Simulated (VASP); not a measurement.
A run of VASP 6.6.1:

INCAR

```
ALGO = Normal
EDIFF = 1E-6
ENCUT = 520
GGA = PE
ISIF = 2
ISMEAR = 0
ISPIN = 2
LASPH = T
LCHARG = F
LORBIT = 11
LREAL = Auto
LWAVE = F
MAGMOM = 0 0 0 0 0 0 0 0.25 0 0 0 0 0 0 0.25 0 0.25 0 0 0 0 0.25 0
NBANDS = 83
NELECT = 125.0
NELM = 150
PREC = Accurate
SIGMA = 0.02
```

KPOINTS

```
Automatic mesh
0
Gamma
  2 2 2
  0.5 0.5 0.5
```

File POSCAR:

```
Si7O16
1.0
   -5.0262973975      5.0262973975      0.0000000000
    5.0262973975      5.0262973975      0.0000000000
    0.0000000000      0.0000000000     -7.3717410235
Si O
7 16
Direct
    0.9999715193     -0.0003978232      0.0166754063
    0.9990659947      0.4994608254      0.4993528641
    0.4992632659      0.4996042421     -0.0174913335
    0.7313749933      0.2525049484      0.2500076728
    0.2458953152      0.2321799871      0.7489535654
    0.2667796413      0.7458605804      0.2495241676
    0.7537701724      0.7673338374      0.7500013833
    0.5332783760      0.1978604138      0.3473614990
    0.0772831422      0.1728302879      0.8920344074
    0.0982162797      0.6592338942      0.3747188048
    0.5785016295      0.6717850470      0.8597691306
    0.6718960075      0.4215899127      0.1075268376
    0.1595401906      0.4001119915      0.6229439407
    0.1724126909      0.9221535942      0.1402697641
    0.7006471874      0.9660964149      0.6531893021
    0.8273882137      0.0780282129      0.1394067864
    0.2998032964      0.0343646591      0.6507531410
    0.3254719745      0.5773632318      0.1061567893
    0.8394585134      0.5998880063      0.6229774039
    0.8987156320      0.3387893321      0.3767311583
    0.4210993400      0.3275006759      0.8589928533
    0.4647573900      0.7988473288      0.3479973674
    0.9228865448      0.8253824638      0.8931389201
```

Potentials or basis: VASP PAW PBE potentials, release 64 (Si, O).

Launch:

```console
$ cat potpaw_PBE.64/Si/POTCAR potpaw_PBE.64/O/POTCAR > POTCAR
$ mpirun -np 1 vasp_std > vasp.out
```

Hardware: 1 thread of Oxide Virtual Turin-like Processor, with other jobs on the host.

How long does it take, and how much memory?

It took 12 min on 1 thread of Oxide Virtual Turin-like Processor, with other jobs on the host, peak memory 0.54 GiB. Counts: scf iterations 21, k points 4.
